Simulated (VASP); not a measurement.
# CsSn2 (P6/mmm) in VASP: single point with PBE

Aim: the single point of CsSn2 with PBE.

Everything below comes from runs of VASP 6.6.1. Logs are shortened: lines on timing, memory, paths and dates and some standing lists are left out, and cuts for length are marked.

### 1 The cell of the first run

It takes space group P6/mmm (No. 191, hexagonal). Conventional cell: a = 5.040 Å, b = 5.040 Å, c = 6.223 Å, α = 90.00°, β = 90.00°, γ = 120.00°. Within 5.6 Å of Cs (site symmetry 6/mmm) lie 12 Sn at 4.26 Å and 6 Cs at 5.04 Å. Within 3.8 Å of Sn (site symmetry -6m2) lie 3 Sn at 2.91 Å.

### 2 Single point, PBE

INCAR reads:

```
SYSTEM = CsSn2
PREC = Accurate
ENCUT = 520
EDIFF = 1E-6
ISMEAR = 0
SIGMA = 0.1
LREAL = .False.
LASPH = .True.
NELM = 80
ALGO = Fast
ISIF = 2
LWAVE = .False.
LCHARG = .False.
GGA = PE
NBANDS = 26
```

KPOINTS reads:

```
regular mesh
0
Gamma
  12 12 8
  0 0 0
```

POSCAR reads:

```
CsSn2
1.0
    5.0400690312      0.0000000000      0.0000000000
   -2.5200345156      4.3648278178      0.0000000000
    0.0000000000      0.0000000000      6.2234769769
Cs Sn
1 2
Direct
    0.0000000000      0.0000000000      0.0000000000
    0.3333333333      0.6666666667      0.5000000000
    0.6666666667      0.3333333333      0.5000000000
```

Potentials or basis: VASP PAW PBE potentials, release 64 (Cs_sv, Sn_d).

The run is started by

```console
$ cat potpaw_PBE.64/Cs_sv/POTCAR potpaw_PBE.64/Sn_d/POTCAR > POTCAR
$ mpirun -np 1 vasp_std > vasp.out
```

OUTCAR:

```text
SYSTEM = CsSn2
   PREC = Accurate
   ENCUT = 520
   EDIFF = 1E-6
   ISMEAR = 0
   LREAL = .False.
   LASPH = .True.
   NELM = 80
   ISIF = 2
   GGA = PE

 ion  position               nearest neighbor table
   1  0.000  0.000  0.000-
   2  0.333  0.667  0.500-   3 2.91   3 2.91   3 2.91
   3  0.667  0.333  0.500-   2 2.91   2 2.91   2 2.91

  LATTYP: Found a hexagonal cell.
 ALAT       =     5.0400690312
 C/A-ratio  =     1.2347999479

  Lattice vectors:

 A1 = (   5.0400690312,   0.0000000000,   0.0000000000)
 A2 = (  -2.5200345156,   4.3648278178,   0.0000000000)
 A3 = (   0.0000000000,   0.0000000000,   6.2234769769)

Analysis of symmetry for initial positions (statically):
=====================================================================
 Subroutine PRICEL returns:
 Original cell was already a primitive cell.

 Routine SETGRP: Setting up the symmetry group for a
 hexagonal supercell.

 Subroutine GETGRP returns: Found 24 space group operations
 (whereof 24 operations were pure point group operations)
 out of a pool of 24 trial point group operations.

The static configuration has the point symmetry D_6h.

Analysis of symmetry for dynamics (positions and initial velocities):
=====================================================================
 Subroutine PRICEL returns:
 Original cell was already a primitive cell.

 Routine SETGRP: Setting up the symmetry group for a
 hexagonal supercell.

 Subroutine GETGRP returns: Found 24 space group operations
 (whereof 24 operations were pure point group operations)
 out of a pool of 24 trial point group operations.

The dynamic configuration has the point symmetry D_6h.

 Subroutine INISYM returns: Found 24 space group operations
 (whereof 24 operations are pure point group operations),
 and found     1 'primitive' translations

----------------------------------------------------------------------------------------

                                     Primitive cell

  volume of cell :     136.9105

  direct lattice vectors                    reciprocal lattice vectors
     5.040069031  0.000000000  0.000000000     0.198409981  0.114552056  0.000000000
    -2.520034516  4.364827818  0.000000000     0.000000000  0.229104112  0.000000000
     0.000000000  0.000000000  6.223476977     0.000000000  0.000000000  0.160681883

  length of vectors
     5.040069031  5.040069031  6.223476977     0.229104112  0.229104112  0.160681883

  position of ions in fractional coordinates (direct lattice)
     0.000000000  0.000000000  0.000000000
     0.333333333  0.666666667  0.500000000
     0.666666667  0.333333333  0.500000000

  ion indices of the primitive-cell ions
   primitive index   ion index
                 1           1
                 2           2
                 3           3

----------------------------------------------------------------------------------------

 KPOINTS: regular mesh

Automatic generation of k-mesh.
 Grid dimensions read from file:
 generate k-points for:   12   12    8

 Generating k-lattice:

  Cartesian coordinates                     Fractional coordinates (reciprocal lattice)
     0.016534165  0.009546005  0.000000000     0.083333333  0.000000000  0.000000000
     0.000000000  0.019092009  0.000000000     0.000000000  0.083333333  0.000000000
     0.000000000  0.000000000  0.020085235     0.000000000  0.000000000  0.125000000

  Length of vectors
     0.019092009  0.019092009  0.020085235

  Shift w.r.t. Gamma in fractional coordinates (k-lattice)
     0.000000000  0.000000000  0.000000000

 Subroutine IBZKPT returns following result:
 ===========================================

 Found     95 irreducible k-points:

 Following reciprocal coordinates:
            Coordinates               Weight
  0.000000  0.000000  0.000000      1.000000
  0.083333  0.000000  0.000000      6.000000
  0.166667  0.000000  0.000000      6.000000
  0.250000  0.000000  0.000000      6.000000
  0.333333  0.000000  0.000000      6.000000
  0.416667  0.000000  0.000000      6.000000
[... 16 lines left out ...]
  0.250000  0.000000  0.125000     12.000000
  0.333333  0.000000  0.125000     12.000000
 [... further k-points ...]
   k-points           NKPTS =     95   k-points in BZ     NKDIM =     95   number of bands    NBANDS=     26
   number of dos      NEDOS =    301   number of ions     NIONS =      3
   total plane-waves  NPLWV =  76800
   dimension x,y,z NGX =    40 NGY =   40 NGZ =   48
   dimension x,y,z NGXF=    80 NGYF=   80 NGZF=   96
   ions per type =               1   2
   NGX,Y,Z   is equivalent  to a cutoff of  13.19, 13.19, 12.82 a.u.
   NGXF,Y,Z  is equivalent  to a cutoff of  26.39, 26.39, 25.64 a.u.
 SYSTEM =  CsSn2
   PREC   = accura    normal or accurate (medium, high low for compatibility)
   ISTART =      0    job   : 0-new  1-cont  2-samecut
   ICHARG =      2    charge: 1-file 2-atom 10-const
   ISPIN  =      1    spin polarized calculation?
   LNONCOLLINEAR =      F non collinear calculations
   LSORBIT =      F    spin-orbit coupling
   LASPH  =      T    aspherical Exc in radial PAW
   ENCUT  =  520.0 eV  38.22 Ry    6.18 a.u.   9.37  9.37 11.57*2*pi/ulx,y,z
   NELM   =     80;   NELMIN=  2; NELMDL= -5     # of ELM steps
   EDIFF  = 0.1E-05   stopping-criterion for ELM
   LREAL  =      F    real-space projection
   EDIFFG = 0.1E-04   stopping-criterion for IOM
   NSW    =      0    number of steps for IOM
   IBRION =     -1    ionic relax: 0-MD 1-quasi-New 2-CG
   NFREE  =      0    steps in history (QN), initial steepest desc. (CG)
   ISIF   =      2    stress and relaxation
   ISYM   =      2    0-nonsym 1-usesym 2-fastsym
   POTIM  = 0.5000    time-step for ionic-motion
   TEBEG  =    0.0;   TEEND  =   0.0 temperature during run
   PSTRESS=    0.0 pullay stress
   NELECT =      37.0000    total number of electrons
   NUPDOWN=      -1.0000    fix difference up-down
   EMIN   =  10.00;   EMAX   =-10.00  energy-range for DOS
   EFERMI =   0.00;   METHOD = LEGACY
   ISMEAR =     0;   SIGMA  =   0.10  broadening in eV -4-tet -1-fermi 0-gaus
   EFERMI_NEDOS =   21; number of points for ismear=-14 and -15
   IALGO  =     68    algorithm
   IMIX   =      4    mixing-type and parameters
     AMIX     =   0.40;   BMIX     =  1.00
     AMIX_MAG =   1.60;   BMIX_MAG =  1.00
  volume/ion in A,a.u.               =      45.64       307.97
  Fermi-wavevector in a.u.,A,eV,Ry     =   1.058433  2.000147 15.242327  1.120279
  Thomas-Fermi vector in A             =   2.193742
   LORBIT       =      0    0 simple, 1 ext, 2 COOP (PROOUT), +10 PAW based schemes
   GGA     = PE    functional components
   LHFCALC =     F    Hartree Fock is set to
   AEXX    =    0.0000 exact exchange contribution
   IVDW    =     0    specifies the selected vdW correction
   LEPSILON=     F    determine dielectric tensor
   LRPA    =     F    only Hartree local field effects (RPA)
 non-spin polarized calculation
 RMM-DIIS sequential band-by-band and
 Gauss-broadening in eV      SIGMA  =   0.10
  energy-cutoff  :      520.00
  volume of cell :      136.91
 maximum number of plane-waves:      3725
 NGX is ok and might be reduce to    40
   NGX = 19   NGY = 19   NGZ = 23

 number of electron      36.9999992 magnetization

 Free energy of the ion-electron system (eV)
  ---------------------------------------------------
  ext. energy  EPLUGINS =         0.00000000
  ---------------------------------------------------
  free energy    TOTEN  =        -8.90258909 eV

  energy without entropy =       -8.88703623  energy(sigma->0) =       -8.89481266

 E-fermi :   3.3590     XC(G=0):  -7.9182

 val. band max:        3.3551613182   @ k =   0.4167   0.0000   0.3750
 cond. band min:       3.3598187318   @ k =   0.5000   0.0000   0.5000
 fundamental gap:      0.0046574136
 Fermi energy:         3.3590435622

 k-point     1 :       0.0000    0.0000    0.0000
  band No.  band energies     occupation
      1     -19.1982      2.00000
      2     -18.1457      2.00000
      3     -18.1457      2.00000
      4     -18.1455      2.00000
      5     -18.0854      2.00000
      6     -18.0854      2.00000
[... 18 lines left out ...]
     25       7.5586      0.00000
     26       7.5682      0.00000

 k-point     2 :       0.0833    0.0000    0.0000
  band No.  band energies     occupation
      1     -19.1973      2.00000
      2     -18.1547      2.00000
      3     -18.1544      2.00000
      4     -18.1449      2.00000
      5     -18.0862      2.00000
      6     -18.0839      2.00000
[... 18 lines left out ...]
     25       7.4695      0.00000
     26       7.7005      0.00000

 k-point     3 :       0.1667    0.0000    0.0000
  band No.  band energies     occupation
      1     -19.1949      2.00000
      2     -18.1754      2.00000
      3     -18.1748      2.00000
      4     -18.1430      2.00000
      5     -18.0882      2.00000
      6     -18.0796      2.00000
[... 18 lines left out ...]
     25       7.6586      0.00000
     26       8.0279      0.00000

 k-point     4 :       0.2500    0.0000    0.0000
  band No.  band energies     occupation
      1     -19.1916      2.00000
      2     -18.1981      2.00000
      3     -18.1974      2.00000
      4     -18.1404      2.00000
      5     -18.0910      2.00000
      6     -18.0730      2.00000
[... 18 lines left out ...]
     25       7.3916      0.00000
     26       8.3969      0.00000
[... 496 lines left out ...]
      1     -19.1948      2.00000
      2     -18.1754      2.00000
      3     -18.1748      2.00000
      4     -18.1430      2.00000
      5     -18.0882      2.00000
      6     -18.0796      2.00000
[... 18 lines left out ...]
     25       7.7062      0.00000
     26       7.7282      0.00000

 k-point    23 :       0.2500    0.0000    0.1250
  band No.  band energies     occupation
      1     -19.1915      2.00000
      2     -18.1981      2.00000
      3     -18.1975      2.00000
      4     -18.1404      2.00000
      5     -18.0910      2.00000
      6     -18.0730      2.00000
[... 18 lines left out ...]
     25       7.6817      0.00000
     26       8.0857      0.00000

 k-point    24 :       0.3333    0.0000    0.1250
  band No.  band energies     occupation
      1     -19.1882      2.00000
      2     -18.2171      2.00000
      3     -18.2166      2.00000
      4     -18.1377      2.00000
      5     -18.0936      2.00000
      6     -18.0653      2.00000
[... 18 lines left out ...]
     25       7.7986      0.00000
     26       8.5668      0.00000

 [... further k-points ...]

------------------------ aborting loop because EDIFF is reached ----------------------------------------

  FORCE on cell =-STRESS in cart. coord.  units (eV):
  Direction    XX          YY          ZZ          XY          YZ          ZX
  --------------------------------------------------------------------------------------
  -------------------------------------------------------------------------------------
  Total        0.0090150      0.0090150      0.0269201      0.0000000      0.0000000      0.0000000
  in kB        0.1054963      0.1054963      0.3150289      0.0000000      0.0000000      0.0000000
  external PRESSURE =       0.1753405 kB  Pullay stress =       0.0000000 kB

 VOLUME and BASIS-vectors are now :
 -----------------------------------------------------------------------------
  energy-cutoff  :      520.00
  volume of cell :      136.91
      direct lattice vectors                 reciprocal lattice vectors
     5.040069031  0.000000000  0.000000000     0.198409981  0.114552056  0.000000000
    -2.520034516  4.364827818  0.000000000     0.000000000  0.229104112  0.000000000
     0.000000000  0.000000000  6.223476977     0.000000000  0.000000000  0.160681883

 POSITION                                       TOTAL-FORCE (eV/Angst)
 -----------------------------------------------------------------------------------
      0.00000      0.00000      0.00000        -0.000000      0.000000      0.000000
     -0.00000      2.90989      3.11174         0.000000     -0.000000      0.000000
      2.52003      1.45494      3.11174         0.000000      0.000000      0.000000
 -----------------------------------------------------------------------------------
    total drift:                               -0.000000      0.000000      0.000000

  FREE ENERGIE OF THE ION-ELECTRON SYSTEM (eV)
  ---------------------------------------------------
  free  energy   TOTEN  =        -8.9025890860 eV

  energy  without entropy=       -8.8870362260  energy(sigma->0) =       -8.89481266
```

Wall time 7.1 min (1 thread of Intel Xeon Platinum 8259CL at 2.50GHz (Skylake/Cascade Lake), shared host); peak memory 0.46 GiB.

Results:

- Free energy: -8.9026 eV
- Pressure: 0.0 GPa
- Band gap on the k mesh: zero (an odd number of electrons rules out a gap without spin polarisation)

Caveat: spin-orbit coupling is left out, which moves the levels of the heavy elements.
